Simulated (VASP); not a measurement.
Crystal: SiC (Moissanite 6H).

```
Si C
1.0
     3.15570    0.00000    0.00000
    -1.57785    2.73292    0.00000
     0.00000    0.00000   15.46753
Si C
6 6
Cartesian
  1.5779 0.9110 7.0888
  0.0000 1.8219 14.8225
  1.5779 0.9110 12.2456
  0.0000 1.8219 4.5119
  0.0000 0.0000 9.6672
  0.0000 0.0000 1.9334
  1.5779 0.9110 5.1553
  0.0000 1.8219 12.8891
  1.5779 0.9110 10.3122
  0.0000 1.8219 2.5784
  0.0000 0.0000 7.7338
  0.0000 0.0000 0.0000
```

Base run:

* Program: VASP 6.6.1
* Functional: BLYP
* Potentials or basis: VASP PAW PBE potentials, release 64 (Si, C)
* Cutoff: 520 eV
* k mesh: 10 × 10 × 2
* Occupations: fermi-dirac, width 0.05 eV
* Spin: no spin polarisation

Its results: band gap on the k mesh 2.33 eV, indirect (least direct gap 3.40 eV); pressure -6.0 GPa; largest force 0.133 eV/Å.

**Question.** The run is repeated on the same cell with these changes: functional from BLYP to PBEsol; dispersion from none to D4. What comes out?

**Answer.** Band gap on the k mesh 1.92 eV, indirect (least direct gap 3.00 eV); pressure -15.8 GPa; largest force 0.134 eV/Å.

Several settings changed at once, so the effect can't be laid on one alone.

Caveats: the PAW data sets were made with another functional, which shifts forces and pressure a little.

A k mesh can miss the band edges.
